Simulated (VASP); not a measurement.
A run of VASP 6.6.1:

File INCAR:

```
PREC     = Accurate       # precision mode
ENCUT    = 520            # plane-wave cutoff, eV
EDIFF    = 1E-6           # SCF threshold, eV
ISMEAR   = -1             # smearing method
SIGMA    = 0.1            # smearing width, eV
LREAL    = False          # projectors in reciprocal space
LASPH    = True           # aspherical terms in the spheres
NELM     = 100            # most SCF steps
ALGO     = Normal         # electronic algorithm
ISIF     = 2              # what is computed and relaxed
LWAVE    = False          # write WAVECAR
LCHARG   = False          # write CHGCAR
NBANDS   = 21             # bands
```

The input KPOINTS:

```
Automatic mesh
0
Gamma
  15 15 8
```

The input POSCAR:

```
Mo
1.0
    2.7551232831      0.0000000000      0.0000000000
   -1.3775616416      2.3860067538      0.0000000000
    0.0000000000      0.0000000000      4.8474231216
Mo
2
Direct
    0.3333333333      0.6666666667      0.2500000000
    0.6666666667      0.3333333333      0.7500000000
```

Potentials or basis: VASP PAW LDA potentials, release 64 (Mo_sv).

Command:

```console
$ cat potpaw_LDA.64/Mo_sv/POTCAR > POTCAR
$ mpirun -np 1 vasp_std > vasp.out
```

Hardware: 1 thread of Intel(R) Xeon(R) Platinum 8488C (Sapphire Rapids), on a shared host.

Question: How long does it take, and how much memory?

Answer: It took 46 s on 1 thread of Intel(R) Xeon(R) Platinum 8488C (Sapphire Rapids), with other jobs on the host, peak memory 0.18 GiB. Counts: scf iterations 12, k points 135.
